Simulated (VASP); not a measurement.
Wanted: the native input for a VASP 6.6.1 run.

```
Task                   : single point
Functional             : r2SCAN
Potentials or basis    : VASP PAW PBE potentials, release 64 (Zn, O)
Cutoff                 : 520 eV
k mesh                 : 9 × 9 × 2
Occupations            : gaussian, width 0.01 eV
Spin                   : no spin polarisation
Dipole correction      : no
Further INCAR settings : ALGO = Normal; EDIFF = 1e-07; NBANDS = 46
```

The system is ZnO.

```
CELL_PARAMETERS angstrom
3.28978 0.00000 0.00000
-1.64489 2.84903 0.00000
0.00000 0.00000 10.67800
ATOMIC_POSITIONS crystal
Zn 0.00000 0.00000 0.99938
Zn 0.33333 0.66667 0.24956
Zn 0.00000 0.00000 0.49938
Zn 0.66667 0.33333 0.74956
O 0.00000 0.00000 0.18815
O 0.33333 0.66667 0.43790
O 0.00000 0.00000 0.68815
O 0.66667 0.33333 0.93790
```

These files were run (other wordings do the same):

POSCAR

```
ZnO
1.0
    3.2897798892      0.0000000000      0.0000000000
   -1.6448899446      2.8490329569      0.0000000000
    0.0000000000      0.0000000000     10.6779993530
Zn O
4 4
Direct
    0.0000000000      0.0000000000     -0.0006159377
    0.3333333333      0.6666666667      0.2495637823
    0.0000000000      0.0000000000      0.4993840623
    0.6666666667      0.3333333333      0.7495637823
    0.0000000000      0.0000000000      0.1881525681
    0.3333333333      0.6666666667      0.4378995872
    0.0000000000      0.0000000000      0.6881525681
    0.6666666667      0.3333333333      0.9378995872
```

INCAR.step1

```
SYSTEM = ZnO
ALGO     = Normal         ! electronic algorithm
EDIFF    = 1E-4           ! SCF threshold, eV
ENCUT    = 520            ! plane-wave cutoff, eV
GGA      = PE             ! functional
ISMEAR   = 0              ! smearing method
LASPH    = .True.         ! aspherical terms in the spheres
LCHARG   = .False.        ! write CHGCAR
LREAL    = .False.        ! projectors in reciprocal space
LWAVE    = .True.         ! write WAVECAR
NBANDS   = 46             ! bands
NELM     = 60             ! most SCF steps
PREC     = Accurate       ! precision mode
SIGMA    = 0.01           ! smearing width, eV
```

INCAR.step2

```
SYSTEM = ZnO
ALGO     = Normal         ! electronic algorithm
EDIFF    = 1E-7           ! SCF threshold, eV
ENCUT    = 520            ! plane-wave cutoff, eV
ISIF     = 2              ! what is computed and relaxed
ISMEAR   = 0              ! smearing method
ISTART   = 1            
LASPH    = .True.         ! aspherical terms in the spheres
LCHARG   = .True.         ! write CHGCAR
LELF     = .True.         ! ELF
LMIXTAU  = .True.       
LREAL    = .False.        ! projectors in reciprocal space
LVHAR    = .True.       
LWAVE    = .False.        ! write WAVECAR
METAGGA  = R2SCAN         ! meta-GGA
NBANDS   = 46             ! bands
NELM     = 60             ! most SCF steps
PREC     = Accurate       ! precision mode
SIGMA    = 0.01           ! smearing width, eV
```

KPOINTS

```
k-points
0
Gamma
  9 9 2
  0 0 0
```

Potentials or basis: VASP PAW PBE potentials, release 64 (Zn, O).

Run with:

```console
$ cat potpaw_PBE.64/Zn/POTCAR potpaw_PBE.64/O/POTCAR > POTCAR
$ cp INCAR.step1 INCAR
$ mpirun -np 1 vasp_std > vasp.out
$ cp INCAR.step2 INCAR
$ mpirun -np 1 vasp_std > vasp.out
```

Results of the run:

```json
{
  "Pressure": "-7.0 GPa",
  "Largest force": "0.014 eV/Å",
  "Band gap on the k mesh": "1.09 eV"
}
```

Caveat: the cell stands under tension; the PAW data sets were made with another functional, which shifts forces and pressure a little.

Run time: 3.2 min on 1 thread of Intel(R) Xeon(R) 6975P-C (Granite Rapids) (shared host), peak memory 0.26 GiB.
